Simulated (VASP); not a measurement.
# Sn3PbSe4 (P4/mmm) in VASP: single point with PBE

Aim: the single point of Sn3PbSe4 with PBE.

Program: VASP 6.6.1. These are calculated values, not measurements. Logs are shortened: lines on timing, memory, paths and dates and some standing lists are left out, and cuts for length are marked.

**1. The cell of the first run**

The structure is tetragonal, space group P4/mmm (No. 123). The conventional cell has a = 4.321 Å, b = 4.321 Å, c = 12.222 Å, α = 90.00°, β = 90.00°, γ = 90.00°. Within 4.0 Å of Sn (site symmetry 4mm) lie 6 Se at 3.06 Å. Within 4.0 Å of Sn (site symmetry 4/mmm) lie 6 Se at 3.06 Å. Within 4.0 Å of Pb (site symmetry 4/mmm) lie 6 Se at 3.06 Å. Se (site symmetry 4/mmm) has 2 Sn at 3.06 Å and 4 Pb at 3.06 Å within 4.0 Å. Within 4.0 Å of Se (site symmetry 4mm) lie 5 Sn at 3.06 Å and 1 Pb at 3.06 Å. Se (site symmetry 4/mmm) has 6 Sn at 3.06 Å within 4.0 Å.

**2. Single point, PBE**

INCAR reads:

```
PREC     = Accurate       # precision mode
ENCUT    = 520            # plane-wave cutoff, eV
EDIFF    = 1E-7           # SCF threshold, eV
ISMEAR   = 0              # smearing method
SIGMA    = 0.1            # smearing width, eV
LREAL    = False          # projectors in reciprocal space
LASPH    = True           # aspherical terms in the spheres
NELM     = 60             # most SCF steps
ALGO     = Normal         # electronic algorithm
ISIF     = 2              # what is computed and relaxed
LWAVE    = False          # write WAVECAR
LCHARG   = True           # write CHGCAR
GGA      = PE             # functional
LELF     = True           # ELF
LVHAR    = True         
NBANDS   = 50             # bands
```

KPOINTS reads:

```
regular mesh
0
Gamma
  4 4 2
```

POSCAR reads:

```
Sn3PbSe4
1.0
    4.3212560100      0.0000000000      0.0000000000
    0.0000000000      4.3212560100      0.0000000000
    0.0000000000      0.0000000000     12.2223577100
Sn Pb Se
3 1 4
Direct
    0.0000000000      0.0000000000      0.7500000000
    0.0000000000      0.0000000000      0.2500000000
    0.5000000000      0.5000000000      0.5000000000
    0.5000000000      0.5000000000      0.0000000000
    0.0000000000      0.0000000000      0.0000000000
    0.5000000000      0.5000000000      0.2500000000
    0.0000000000      0.0000000000      0.5000000000
    0.5000000000      0.5000000000      0.7500000000
```

Potentials or basis: VASP PAW PBE potentials, release 64 (Sn_d, Pb_d, Se).

On the command line:

```
$ cat potpaw_PBE.64/Sn_d/POTCAR potpaw_PBE.64/Pb_d/POTCAR potpaw_PBE.64/Se/POTCAR > POTCAR
$ mpirun -np 1 vasp_std > vasp.out
```

OUTCAR:

```text
PREC = Accurate
   ENCUT = 520
   EDIFF = 1E-7
   ISMEAR = 0
   LREAL = False
   LASPH = True
   NELM = 60
   ISIF = 2
   GGA = PE

 ion  position               nearest neighbor table
   1  0.000  0.000  0.750-   5 3.06   7 3.06   8 3.06   8 3.06   8 3.06   8 3.06
   2  0.000  0.000  0.250-   5 3.06   7 3.06   6 3.06   6 3.06   6 3.06   6 3.06
   3  0.500  0.500  0.500-   6 3.06   8 3.06   7 3.06   7 3.06   7 3.06   7 3.06
   4  0.500  0.500  0.000-   6 3.06   8 3.06   5 3.06   5 3.06   5 3.06   5 3.06
   5  0.000  0.000  0.000-   1 3.06   2 3.06   4 3.06   4 3.06   4 3.06   4 3.06
   6  0.500  0.500  0.250-   3 3.06   4 3.06   2 3.06   2 3.06   2 3.06   2 3.06
   7  0.000  0.000  0.500-   1 3.06   2 3.06   3 3.06   3 3.06   3 3.06   3 3.06
   8  0.500  0.500  0.750-   3 3.06   4 3.06   1 3.06   1 3.06   1 3.06   1 3.06

  LATTYP: Found a simple tetragonal cell.
 ALAT       =     4.3212560100
 C/A-ratio  =     2.8284271244

  Lattice vectors:

 A1 = (   4.3212560100,   0.0000000000,   0.0000000000)
 A2 = (   0.0000000000,   4.3212560100,   0.0000000000)
 A3 = (   0.0000000000,   0.0000000000,  12.2223577100)

Analysis of symmetry for initial positions (statically):
=====================================================================
 Subroutine PRICEL returns:
 Original cell was already a primitive cell.

 Routine SETGRP: Setting up the symmetry group for a
 simple tetragonal supercell.

 Subroutine GETGRP returns: Found 16 space group operations
 (whereof 16 operations were pure point group operations)
 out of a pool of 16 trial point group operations.

The static configuration has the point symmetry D_4h.

Analysis of symmetry for dynamics (positions and initial velocities):
=====================================================================
 Subroutine PRICEL returns:
 Original cell was already a primitive cell.

 Routine SETGRP: Setting up the symmetry group for a
 simple tetragonal supercell.

 Subroutine GETGRP returns: Found 16 space group operations
 (whereof 16 operations were pure point group operations)
 out of a pool of 16 trial point group operations.

The dynamic configuration has the point symmetry D_4h.

 Subroutine INISYM returns: Found 16 space group operations
 (whereof 16 operations are pure point group operations),
 and found     1 'primitive' translations

----------------------------------------------------------------------------------------

                                     Primitive cell

  volume of cell :     228.2312

  direct lattice vectors                    reciprocal lattice vectors
     4.321256010  0.000000000  0.000000000     0.231414199  0.000000000  0.000000000
     0.000000000  4.321256010  0.000000000     0.000000000  0.231414199  0.000000000
     0.000000000  0.000000000 12.222357710     0.000000000  0.000000000  0.081817275

  length of vectors
     4.321256010  4.321256010 12.222357710     0.231414199  0.231414199  0.081817275

  position of ions in fractional coordinates (direct lattice)
     0.000000000  0.000000000  0.750000000
     0.000000000  0.000000000  0.250000000
     0.500000000  0.500000000  0.500000000
     0.500000000  0.500000000  0.000000000
     0.000000000  0.000000000  0.000000000
     0.500000000  0.500000000  0.250000000
     0.000000000  0.000000000  0.500000000
     0.500000000  0.500000000  0.750000000

  ion indices of the primitive-cell ions
   primitive index   ion index
                 1           1
                 2           2
                 3           3
                 4           4
                 5           5
                 6           6
                 7           7
                 8           8

----------------------------------------------------------------------------------------

 KPOINTS: regular mesh

Automatic generation of k-mesh.
 Grid dimensions read from file:
 generate k-points for:    4    4    2

 Generating k-lattice:

  Cartesian coordinates                     Fractional coordinates (reciprocal lattice)
     0.057853550  0.000000000  0.000000000     0.250000000  0.000000000  0.000000000
     0.000000000  0.057853550  0.000000000     0.000000000  0.250000000  0.000000000
     0.000000000  0.000000000  0.040908637     0.000000000  0.000000000  0.500000000

  Length of vectors
     0.057853550  0.057853550  0.040908637

  Shift w.r.t. Gamma in fractional coordinates (k-lattice)
     0.000000000  0.000000000  0.000000000

 Subroutine IBZKPT returns following result:
 ===========================================

 Found     12 irreducible k-points:

 Following reciprocal coordinates:
            Coordinates               Weight
  0.000000  0.000000  0.000000      1.000000
  0.250000  0.000000  0.000000      4.000000
  0.500000  0.000000  0.000000      2.000000
  0.250000  0.250000  0.000000      4.000000
  0.500000  0.250000  0.000000      4.000000
  0.500000  0.500000  0.000000      1.000000
  0.000000  0.000000  0.500000      1.000000
  0.250000  0.000000  0.500000      4.000000
  0.500000  0.000000  0.500000      2.000000
  0.250000  0.250000  0.500000      4.000000
  0.500000  0.250000  0.500000      4.000000
  0.500000  0.500000  0.500000      1.000000
   k-points           NKPTS =     12   k-points in BZ     NKDIM =     12   number of bands    NBANDS=     50
   number of dos      NEDOS =    301   number of ions     NIONS =      8
   total plane-waves  NPLWV =  98304
   dimension x,y,z NGX =    32 NGY =   32 NGZ =   96
   dimension x,y,z NGXF=    64 NGYF=   64 NGZF=  192
   ions per type =               3   1   4
   NGX,Y,Z   is equivalent  to a cutoff of  12.31, 12.31, 13.06 a.u.
   NGXF,Y,Z  is equivalent  to a cutoff of  24.62, 24.62, 26.12 a.u.
 SYSTEM =  unknown system
   PREC   = accura    normal or accurate (medium, high low for compatibility)
   ISTART =      0    job   : 0-new  1-cont  2-samecut
   ICHARG =      2    charge: 1-file 2-atom 10-const
   ISPIN  =      1    spin polarized calculation?
   LNONCOLLINEAR =      F non collinear calculations
   LSORBIT =      F    spin-orbit coupling
   LASPH  =      T    aspherical Exc in radial PAW
   ENCUT  =  520.0 eV  38.22 Ry    6.18 a.u.   8.03  8.03 22.73*2*pi/ulx,y,z
   NELM   =     60;   NELMIN=  2; NELMDL= -5     # of ELM steps
   EDIFF  = 0.1E-06   stopping-criterion for ELM
   LREAL  =      F    real-space projection
   EDIFFG = 0.1E-05   stopping-criterion for IOM
   NSW    =      0    number of steps for IOM
   IBRION =     -1    ionic relax: 0-MD 1-quasi-New 2-CG
   NFREE  =      0    steps in history (QN), initial steepest desc. (CG)
   ISIF   =      2    stress and relaxation
   ISYM   =      2    0-nonsym 1-usesym 2-fastsym
   POTIM  = 0.5000    time-step for ionic-motion
   TEBEG  =    0.0;   TEEND  =   0.0 temperature during run
   PSTRESS=    0.0 pullay stress
   NELECT =      80.0000    total number of electrons
   NUPDOWN=      -1.0000    fix difference up-down
   EMIN   =  10.00;   EMAX   =-10.00  energy-range for DOS
   EFERMI =   0.00;   METHOD = LEGACY
   ISMEAR =     0;   SIGMA  =   0.10  broadening in eV -4-tet -1-fermi 0-gaus
   EFERMI_NEDOS =   21; number of points for ismear=-14 and -15
   IALGO  =     38    algorithm
   IMIX   =      4    mixing-type and parameters
     AMIX     =   0.40;   BMIX     =  1.00
     AMIX_MAG =   1.60;   BMIX_MAG =  1.00
  volume/ion in A,a.u.               =      28.53       192.52
  Fermi-wavevector in a.u.,A,eV,Ry     =   1.154285  2.181283 18.128056  1.332375
  Thomas-Fermi vector in A             =   2.290923
   LORBIT       =      0    0 simple, 1 ext, 2 COOP (PROOUT), +10 PAW based schemes
   GGA     = PE    functional components
   LHFCALC =     F    Hartree Fock is set to
   AEXX    =    0.0000 exact exchange contribution
   IVDW    =     0    specifies the selected vdW correction
   LEPSILON=     F    determine dielectric tensor
   LRPA    =     F    only Hartree local field effects (RPA)
 non-spin polarized calculation
 Gauss-broadening in eV      SIGMA  =   0.10
  energy-cutoff  :      520.00
  volume of cell :      228.23
 maximum number of plane-waves:      6224
   NGX = 17   NGY = 17   NGZ = 45

 number of electron      80.0000031 magnetization

 Free energy of the ion-electron system (eV)
  ---------------------------------------------------
  ext. energy  EPLUGINS =         0.00000000
  ---------------------------------------------------
  free energy    TOTEN  =       -32.78856849 eV

  energy without entropy =      -32.78127575  energy(sigma->0) =      -32.78492212

 E-fermi :   5.2561     XC(G=0):  -9.4443

 val. band max:        5.1965198461   @ k =   0.5000   0.0000   0.0000
 cond. band min:       5.2907191044   @ k =   0.5000   0.0000   0.0000
 fundamental gap:      0.0941992583
 Fermi energy:         5.2561364000

 k-point     1 :       0.0000    0.0000    0.0000
  band No.  band energies     occupation
      1     -16.5168      2.00000
      2     -16.5041      2.00000
      3     -16.5010      2.00000
      4     -16.5001      2.00000
      5     -16.5001      2.00000
      6     -16.4986      2.00000
[... 42 lines left out ...]
     49       9.4289      0.00000
     50       9.4623      0.00000

 k-point     2 :       0.2500    0.0000    0.0000
  band No.  band energies     occupation
      1     -16.5126      2.00000
      2     -16.5016      2.00000
      3     -16.5000      2.00000
      4     -16.4997      2.00000
      5     -16.4993      2.00000
      6     -16.4985      2.00000
[... 42 lines left out ...]
     49       8.2980      0.00000
     50       8.7581      0.00000

 k-point     3 :       0.5000    0.0000    0.0000
  band No.  band energies     occupation
      1     -16.5088      2.00000
      2     -16.5026      2.00000
      3     -16.5021      2.00000
      4     -16.5007      2.00000
      5     -16.4994      2.00000
      6     -16.4974      2.00000
[... 42 lines left out ...]
     49       6.8523      0.00000
     50       7.0722      0.00000

 k-point     4 :       0.2500    0.2500    0.0000
  band No.  band energies     occupation
      1     -16.5104      2.00000
      2     -16.5044      2.00000
      3     -16.5022      2.00000
      4     -16.5019      2.00000
      5     -16.4956      2.00000
      6     -16.4949      2.00000
[... 363 lines left out ...]
 k-point    11 :       0.5000    0.2500    0.5000
  band No.  band energies     occupation
      1     -16.5099      2.00000
      2     -16.5089      2.00000
      3     -16.5037      2.00000
      4     -16.5030      2.00000
      5     -16.4975      2.00000
      6     -16.4960      2.00000
[... 42 lines left out ...]
     49       9.2648      0.00000
     50       9.3470      0.00000

 k-point    12 :       0.5000    0.5000    0.5000
  band No.  band energies     occupation
      1     -16.5160      2.00000
      2     -16.5126      2.00000
      3     -16.5055      2.00000
      4     -16.5041      2.00000
      5     -16.5041      2.00000
      6     -16.4952      2.00000
[... 42 lines left out ...]
     49      10.5205      0.00000
     50      10.5425      0.00000

------------------------ aborting loop because EDIFF is reached ----------------------------------------

  FORCE on cell =-STRESS in cart. coord.  units (eV):
  Direction    XX          YY          ZZ          XY          YZ          ZX
  --------------------------------------------------------------------------------------
  -------------------------------------------------------------------------------------
  Total       -0.8521774     -0.8521774     -0.9244686      0.0000000      0.0000000      0.0000000
  in kB       -5.9822644     -5.9822644     -6.4897470      0.0000000      0.0000000      0.0000000
  external PRESSURE =      -6.1514253 kB  Pullay stress =       0.0000000 kB

 VOLUME and BASIS-vectors are now :
 -----------------------------------------------------------------------------
  energy-cutoff  :      520.00
  volume of cell :      228.23
      direct lattice vectors                 reciprocal lattice vectors
     4.321256010  0.000000000  0.000000000     0.231414199  0.000000000  0.000000000
     0.000000000  4.321256010  0.000000000     0.000000000  0.231414199  0.000000000
     0.000000000  0.000000000 12.222357710     0.000000000  0.000000000  0.081817275

 POSITION                                       TOTAL-FORCE (eV/Angst)
 -----------------------------------------------------------------------------------
      0.00000      0.00000      9.16677         0.000000      0.000000      0.006644
      0.00000      0.00000      3.05559         0.000000      0.000000     -0.006644
      2.16063      2.16063      6.11118         0.000000      0.000000     -0.000000
      2.16063      2.16063      0.00000         0.000000      0.000000     -0.000000
      0.00000      0.00000      0.00000         0.000000      0.000000     -0.000000
      2.16063      2.16063      3.05559        -0.000000     -0.000000      0.213360
      0.00000      0.00000      6.11118         0.000000      0.000000     -0.000000
      2.16063      2.16063      9.16677         0.000000     -0.000000     -0.213360
 -----------------------------------------------------------------------------------
    total drift:                                0.000000     -0.000000      0.000000

  FREE ENERGIE OF THE ION-ELECTRON SYSTEM (eV)
  ---------------------------------------------------
  free  energy   TOTEN  =       -32.7885684927 eV

  energy  without entropy=      -32.7812757481  energy(sigma->0) =      -32.78492212
```

Run time: 5.4 min. Hardware: 1 thread of Intel Xeon 8259CL, shared host; peak memory 0.37 GiB.

What came out:

```yaml
Free_energy: -32.7886 eV
Pressure: -0.6 GPa
Largest_force: 0.213 eV/Å
Band_gap_on_the_k_mesh: 0.09 eV
```

Forces on the atoms (eV/Å):
```
Sn   0.000  0.000  0.007
Sn   0.000  0.000 -0.007
Sn   0.000  0.000  0.000
Pb   0.000  0.000  0.000
Se   0.000  0.000  0.000
Se   0.000  0.000  0.213
Se   0.000  0.000  0.000
Se   0.000  0.000 -0.213
```

Caveat: spin-orbit coupling is left out, which moves the levels of the heavy elements.
